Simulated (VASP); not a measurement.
# Mg3Te2O (P-62m) in VASP: single point with PBE

Aim: the single point of Mg3Te2O with PBE.

Everything below comes from runs of VASP 6.6.1. Logs are shortened: lines on timing, memory, paths and dates and some standing lists are left out, and cuts for length are marked.

**1. The cell of the first run**

It takes space group P-62m (No. 189, hexagonal). The conventional cell has a = 7.264 Å, b = 7.264 Å, c = 5.402 Å, α = 90.00°, β = 90.00°, γ = 120.00°. Mg (site symmetry m2m) has 1 O at 1.91 Å within 2.5 Å. Te (site symmetry -6) has 3 Mg at 2.71 Å within 3.6 Å. Within 2.5 Å of O (site symmetry -62m) lie 3 Mg at 1.91 Å.

**2. Single point, PBE**

The input, INCAR:

```
  PREC = Accurate
  ENCUT = 600
  EDIFF = 1E-6
  ISMEAR = 0
  SIGMA = 0.15
  LREAL = F
  LASPH = T
  NELM = 120
  ALGO = Normal
  ISIF = 2
  LWAVE = F
  LCHARG = T
  GGA = PE
  LELF = T
  LVHAR = T
  NBANDS = 21
  GGA_COMPAT = F
```

The input, KPOINTS:

```
regular mesh
0
Gamma
  2 2 3
```

The input, POSCAR:

```
Mg3Te2O
1.0
    7.2644445895     -0.0000000033      0.0000000000
   -3.6322222919      6.2911935605      0.0000000000
    0.0000000000      0.0000000000      5.4024799517
Mg Te O
3 2 1
Direct
    0.7365059146      0.0000000000      0.0000000000
    0.0000000000      0.7365059146      0.0000000000
    0.2634940854      0.2634940854      0.0000000000
    0.3333333333      0.6666666667      0.0000000000
    0.6666666667      0.3333333333      0.0000000000
    0.0000000000      0.0000000000      0.0000000000
```

Potentials or basis: VASP PAW PBE potentials, release 64 (Mg, Te, O).

Launch:

```
cat potpaw_PBE.64/Mg/POTCAR potpaw_PBE.64/Te/POTCAR potpaw_PBE.64/O/POTCAR > POTCAR
mpirun -np 1 vasp_std > vasp.out
```

OUTCAR:

```text
PREC = Accurate
   ENCUT = 600
   EDIFF = 1E-6
   ISMEAR = 0
   LREAL = F
   LASPH = T
   NELM = 120
   ISIF = 2
   GGA = PE

 ion  position               nearest neighbor table
   1  0.737  0.000  0.000-   6 1.91   5 2.71   4 2.71   3 3.32   2 3.32
   2  0.000  0.737  0.000-   6 1.91   4 2.71   5 2.71   3 3.32   1 3.32
   3  0.263  0.263  0.000-   6 1.91   4 2.71   5 2.71   2 3.32   1 3.32
   4  0.333  0.667  0.000-   2 2.71   1 2.71   3 2.71
   5  0.667  0.333  0.000-   1 2.71   2 2.71   3 2.71
   6  0.000  0.000  0.000-   3 1.91   2 1.91   1 1.91

  LATTYP: Found a hexagonal cell.
 ALAT       =     7.2644445895
 C/A-ratio  =     0.7436879565

  Lattice vectors:

 A1 = (   7.2644445895,  -0.0000000033,   0.0000000000)
 A2 = (  -3.6322222919,   6.2911935605,   0.0000000000)
 A3 = (   0.0000000000,   0.0000000000,   5.4024799517)

Analysis of symmetry for initial positions (statically):
=====================================================================
 Subroutine PRICEL returns:
 Original cell was already a primitive cell.

 Routine SETGRP: Setting up the symmetry group for a
 hexagonal supercell.

 Subroutine GETGRP returns: Found 12 space group operations
 (whereof 12 operations were pure point group operations)
 out of a pool of 24 trial point group operations.

The static configuration has the point symmetry D_3h.

Analysis of symmetry for dynamics (positions and initial velocities):
=====================================================================
 Subroutine PRICEL returns:
 Original cell was already a primitive cell.

 Routine SETGRP: Setting up the symmetry group for a
 hexagonal supercell.

 Subroutine GETGRP returns: Found 12 space group operations
 (whereof 12 operations were pure point group operations)
 out of a pool of 24 trial point group operations.

The dynamic configuration has the point symmetry D_3h.

 Subroutine INISYM returns: Found 12 space group operations
 (whereof 12 operations are pure point group operations),
 and found     1 'primitive' translations

----------------------------------------------------------------------------------------

                                     Primitive cell

  volume of cell :     246.9043

  direct lattice vectors                    reciprocal lattice vectors
     7.264444590 -0.000000003  0.000000000     0.137656773  0.079476175  0.000000000
    -3.632222292  6.291193561  0.000000000     0.000000000  0.158952350  0.000000000
     0.000000000  0.000000000  5.402479952     0.000000000  0.000000000  0.185100178

  length of vectors
     7.264444590  7.264444589  5.402479952     0.158952350  0.158952350  0.185100178

  position of ions in fractional coordinates (direct lattice)
     0.736505915  0.000000000  0.000000000
     0.000000000  0.736505915  0.000000000
     0.263494085  0.263494085  0.000000000
     0.333333333  0.666666667  0.000000000
     0.666666667  0.333333333  0.000000000
     0.000000000  0.000000000  0.000000000

  ion indices of the primitive-cell ions
   primitive index   ion index
                 1           1
                 2           2
                 3           3
                 4           4
                 5           5
                 6           6

----------------------------------------------------------------------------------------

 KPOINTS: regular mesh

Automatic generation of k-mesh.
 Grid dimensions read from file:
 generate k-points for:    2    2    3

 Generating k-lattice:

  Cartesian coordinates                     Fractional coordinates (reciprocal lattice)
     0.068828387  0.039738087  0.000000000     0.500000000  0.000000000  0.000000000
     0.000000000  0.079476175  0.000000000     0.000000000  0.500000000  0.000000000
     0.000000000  0.000000000  0.061700059     0.000000000  0.000000000  0.333333333

  Length of vectors
     0.079476175  0.079476175  0.061700059

  Shift w.r.t. Gamma in fractional coordinates (k-lattice)
     0.000000000  0.000000000  0.000000000

 Subroutine IBZKPT returns following result:
 ===========================================

 Found      4 irreducible k-points:

 Following reciprocal coordinates:
            Coordinates               Weight
  0.000000  0.000000  0.000000      1.000000
  0.500000  0.000000  0.000000      3.000000
  0.000000  0.000000  0.333333      2.000000
  0.500000  0.000000  0.333333      6.000000
   k-points           NKPTS =      4   k-points in BZ     NKDIM =      4   number of bands    NBANDS=     21
   number of dos      NEDOS =    301   number of ions     NIONS =      6
   total plane-waves  NPLWV = 172800
   dimension x,y,z NGX =    60 NGY =   60 NGZ =   48
   dimension x,y,z NGXF=   120 NGYF=  120 NGZF=   96
   ions per type =               3   2   1
   NGX,Y,Z   is equivalent  to a cutoff of  13.73, 13.73, 14.77 a.u.
   NGXF,Y,Z  is equivalent  to a cutoff of  27.46, 27.46, 29.54 a.u.
 SYSTEM =  unknown system
   PREC   = accura    normal or accurate (medium, high low for compatibility)
   ISTART =      0    job   : 0-new  1-cont  2-samecut
   ICHARG =      2    charge: 1-file 2-atom 10-const
   ISPIN  =      1    spin polarized calculation?
   LNONCOLLINEAR =      F non collinear calculations
   LSORBIT =      F    spin-orbit coupling
   LASPH  =      T    aspherical Exc in radial PAW
   ENCUT  =  600.0 eV  44.10 Ry    6.64 a.u.  14.51 14.51 10.79*2*pi/ulx,y,z
   NELM   =    120;   NELMIN=  2; NELMDL= -5     # of ELM steps
   EDIFF  = 0.1E-05   stopping-criterion for ELM
   LREAL  =      F    real-space projection
   EDIFFG = 0.1E-04   stopping-criterion for IOM
   NSW    =      0    number of steps for IOM
   IBRION =     -1    ionic relax: 0-MD 1-quasi-New 2-CG
   NFREE  =      0    steps in history (QN), initial steepest desc. (CG)
   ISIF   =      2    stress and relaxation
   ISYM   =      2    0-nonsym 1-usesym 2-fastsym
   POTIM  = 0.5000    time-step for ionic-motion
   TEBEG  =    0.0;   TEEND  =   0.0 temperature during run
   PSTRESS=    0.0 pullay stress
   NELECT =      24.0000    total number of electrons
   NUPDOWN=      -1.0000    fix difference up-down
   EMIN   =  10.00;   EMAX   =-10.00  energy-range for DOS
   EFERMI =   0.00;   METHOD = LEGACY
   ISMEAR =     0;   SIGMA  =   0.15  broadening in eV -4-tet -1-fermi 0-gaus
   EFERMI_NEDOS =   21; number of points for ismear=-14 and -15
   IALGO  =     38    algorithm
   IMIX   =      4    mixing-type and parameters
     AMIX     =   0.40;   BMIX     =  1.00
     AMIX_MAG =   1.60;   BMIX_MAG =  1.00
  volume/ion in A,a.u.               =      41.15       277.70
  Fermi-wavevector in a.u.,A,eV,Ry     =   0.752724  1.422442  7.708969  0.566593
  Thomas-Fermi vector in A             =   1.850000
   LORBIT       =      0    0 simple, 1 ext, 2 COOP (PROOUT), +10 PAW based schemes
   GGA     = PE    functional components
   LHFCALC =     F    Hartree Fock is set to
   AEXX    =    0.0000 exact exchange contribution
   IVDW    =     0    specifies the selected vdW correction
   LEPSILON=     F    determine dielectric tensor
   LRPA    =     F    only Hartree local field effects (RPA)
 non-spin polarized calculation
 Gauss-broadening in eV      SIGMA  =   0.15
  energy-cutoff  :      600.00
  volume of cell :      246.90
 maximum number of plane-waves:      8302
 NGX is ok and might be reduce to    60
   NGX = 29   NGY = 29   NGZ = 21

 number of electron      23.9999995 magnetization

 Free energy of the ion-electron system (eV)
  ---------------------------------------------------
  ext. energy  EPLUGINS =         0.00000000
  ---------------------------------------------------
  free energy    TOTEN  =       -22.37350076 eV

  energy without entropy =      -22.37350076  energy(sigma->0) =      -22.37350076

 E-fermi :   0.6457     XC(G=0):  -6.1861

 val. band max:        0.0717567752   @ k =   0.0000   0.0000   0.0000
 cond. band min:       1.2195780804   @ k =   0.0000   0.0000   0.0000
 fundamental gap:      1.1478213051
 Fermi energy:         0.6456960279

 k-point     1 :       0.0000    0.0000    0.0000
  band No.  band energies     occupation
      1     -17.5460      2.00000
      2     -10.0401      2.00000
      3      -9.4247      2.00000
      4      -4.0264      2.00000
      5      -4.0264      2.00000
      6      -2.7394      2.00000
[... 13 lines left out ...]
     20       6.4352      0.00000
     21       6.4700      0.00000

 k-point     2 :       0.5000    0.0000    0.0000
  band No.  band energies     occupation
      1     -17.5455      2.00000
      2      -9.8624      2.00000
      3      -9.6498      2.00000
      4      -4.1711      2.00000
      5      -3.8803      2.00000
      6      -2.7815      2.00000
[... 13 lines left out ...]
     20       5.9208      0.00000
     21       6.0007      0.00000

 k-point     3 :       0.0000    0.0000    0.3333
  band No.  band energies     occupation
      1     -17.5453      2.00000
      2     -10.0182      2.00000
      3      -9.4081      2.00000
      4      -4.0114      2.00000
      5      -4.0114      2.00000
      6      -2.8170      2.00000
[... 13 lines left out ...]
     20       5.3323      0.00000
     21       6.5716      0.00000

 k-point     4 :       0.5000    0.0000    0.3333
  band No.  band energies     occupation
      1     -17.5447      2.00000
      2      -9.8420      2.00000
      3      -9.6312      2.00000
      4      -4.1484      2.00000
      5      -3.8706      2.00000
      6      -2.7916      2.00000
[... 13 lines left out ...]
     20       6.0908      0.00000
     21       6.8823      0.00000

------------------------ aborting loop because EDIFF is reached ----------------------------------------

  FORCE on cell =-STRESS in cart. coord.  units (eV):
  Direction    XX          YY          ZZ          XY          YZ          ZX
  --------------------------------------------------------------------------------------
  -------------------------------------------------------------------------------------
  Total       -0.2383611     -0.2383611      0.3461934      0.0000000      0.0000000      0.0000000
  in kB       -1.5467398     -1.5467398      2.2464705      0.0000000      0.0000000      0.0000000
  external PRESSURE =      -0.2823364 kB  Pullay stress =       0.0000000 kB

 VOLUME and BASIS-vectors are now :
 -----------------------------------------------------------------------------
  energy-cutoff  :      600.00
  volume of cell :      246.90
      direct lattice vectors                 reciprocal lattice vectors
     7.264444590 -0.000000003  0.000000000     0.137656773  0.079476175  0.000000000
    -3.632222292  6.291193561  0.000000000     0.000000000  0.158952350  0.000000000
     0.000000000  0.000000000  5.402479952     0.000000000  0.000000000  0.185100178

 POSITION                                       TOTAL-FORCE (eV/Angst)
 -----------------------------------------------------------------------------------
      5.35031     -0.00000      0.00000        -0.005131      0.000000      0.000000
     -2.67515      4.63350      0.00000         0.002566     -0.004444     -0.000000
      0.95707      1.65769      0.00000         0.002566      0.004444     -0.000000
      0.00000      4.19413      0.00000        -0.000000      0.000000     -0.000000
      3.63222      2.09706      0.00000         0.000000      0.000000     -0.000000
      0.00000      0.00000      0.00000        -0.000000      0.000000     -0.000000
 -----------------------------------------------------------------------------------
    total drift:                                0.000000      0.000001      0.000000

  FREE ENERGIE OF THE ION-ELECTRON SYSTEM (eV)
  ---------------------------------------------------
  free  energy   TOTEN  =       -22.3735007617 eV

  energy  without entropy=      -22.3735007555  energy(sigma->0) =      -22.37350076
```

Wall time 94 s (1 thread of AMD EPYC 7R13, shared host); peak memory 0.4 GiB.

What came out:

```yaml
Free_energy: -22.3735 eV
Pressure: 0.0 GPa
Largest_force: 0.005 eV/Å
Band_gap_on_the_k_mesh: 1.15 eV, direct
```

Forces in eV/Å, atoms in the order of the input:
```
Mg  -0.005  0.000  0.000
Mg   0.003 -0.004  0.000
Mg   0.003  0.004  0.000
Te   0.000  0.000  0.000
Te   0.000  0.000  0.000
O    0.000  0.000  0.000
```

Stress tensor (GPa, compression positive):
```
-0.15  0.00  0.00
 0.00 -0.15  0.00
 0.00  0.00  0.22
```

Caveat: the k points lie up to 0.50 Å⁻¹ apart; spin-orbit coupling is left out, which moves the levels of the heavy elements.
